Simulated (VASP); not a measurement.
Input of a VASP 6.6.1 run:

File INCAR:

```
SYSTEM = ScAgC4N4
PREC     = Accurate       ! precision mode
ENCUT    = 520            ! plane-wave cutoff, eV
EDIFF    = 1E-6           ! SCF threshold, eV
ISMEAR   = 0              ! smearing method
SIGMA    = 0.1            ! smearing width, eV
LREAL    = .False.        ! projectors in reciprocal space
LASPH    = .True.         ! aspherical terms in the spheres
NELM     = 100            ! most SCF steps
ALGO     = Normal         ! electronic algorithm
ISIF     = 2              ! what is computed and relaxed
LWAVE    = .False.        ! write WAVECAR
LCHARG   = .False.        ! write CHGCAR
GGA      = PE             ! functional
NBANDS   = 40             ! bands
```

File KPOINTS:

```
Automatic mesh
0
Gamma
  4 4 4
  0 0 0
```

POSCAR

```
ScAgC4N4
1.0
    6.2419950893      0.0000000000      0.0000000000
    0.0000000000      6.2419950893      0.0000000000
    0.0000000000      0.0000000000      6.2419950893
Sc Ag C N
1 1 4 4
Direct
    0.5000000000      0.5000000000      0.5000000000
    0.0000000000      0.0000000000      0.0000000000
    0.1990441717      0.1990441717      0.1990441717
    0.1990441717      0.8009558283      0.8009558283
    0.8009558283      0.1990441717      0.8009558283
    0.8009558283      0.8009558283      0.1990441717
    0.3079758275      0.3079758275      0.3079758275
    0.3079758275      0.6920241725      0.6920241725
    0.6920241725      0.3079758275      0.6920241725
    0.6920241725      0.6920241725      0.3079758275
```

Potentials or basis: VASP PAW PBE potentials, release 64 (Sc_sv, Ag, C, N).

Launch:

```sh
$ cat potpaw_PBE.64/Sc_sv/POTCAR potpaw_PBE.64/Ag/POTCAR potpaw_PBE.64/C/POTCAR potpaw_PBE.64/N/POTCAR > POTCAR
$ mpirun -np 1 vasp_std > vasp.out
```

(1) Predict the largest force.

(2) What does it give for the pressure?

## Answers

(1) 0.338 eV/Å.

(2) 0.6 GPa.
